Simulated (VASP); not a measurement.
Input of a VASP 6.6.1 run:

Contents of INCAR:

```
SYSTEM = SnO2
  PREC = Accurate
  ENCUT = 520
  EDIFF = 1E-7
  ISMEAR = 0
  SIGMA = 0.05
  LREAL = .False.
  LASPH = .True.
  NELM = 100
  ALGO = Normal
  ISIF = 2
  LWAVE = .False.
  LCHARG = .True.
  GGA = PE
  LELF = .True.
  LVHAR = .True.
  NBANDS = 20
```

Contents of KPOINTS:

```
Automatic mesh
0
Gamma
  12 12 12
  0 0 0
```

File POSCAR:

```
SnO2
1.0
    1.6310229378      0.9416715322      4.9616252294
   -1.6310229378      0.9416715322      4.9616252294
    0.0000000000     -1.8833430644      4.9616252294
Sn O
1 2
Direct
    0.5000000000      0.5000000000      0.5000000000
    0.2464043750      0.2464043750      0.2464043750
    0.7535956250      0.7535956250      0.7535956250
```

Potentials or basis: VASP PAW PBE potentials, release 64 (Sn_d, O).

Command:

```sh
$ cat potpaw_PBE.64/Sn_d/POTCAR potpaw_PBE.64/O/POTCAR > POTCAR
$ mpirun -np 1 vasp_std > vasp.out
```

Task: Predict the band gap on the k mesh.

Result: 1.45 eV, direct.

Task: Predict the largest force.

Result: 2.166 eV/Å.

Task: Estimate the pressure.

Result: -12.7 GPa.

Stress tensor (GPa, compression positive):
```
-10.43   0.00   0.00
  0.00 -10.43   0.00
  0.00   0.00 -17.33
```

Caveat: spin-orbit coupling is left out, which moves the levels of the heavy elements; forces of over 1 eV/Å act on the atoms, so gaps and moduli don't describe the material at rest. A k mesh can miss the band edges.
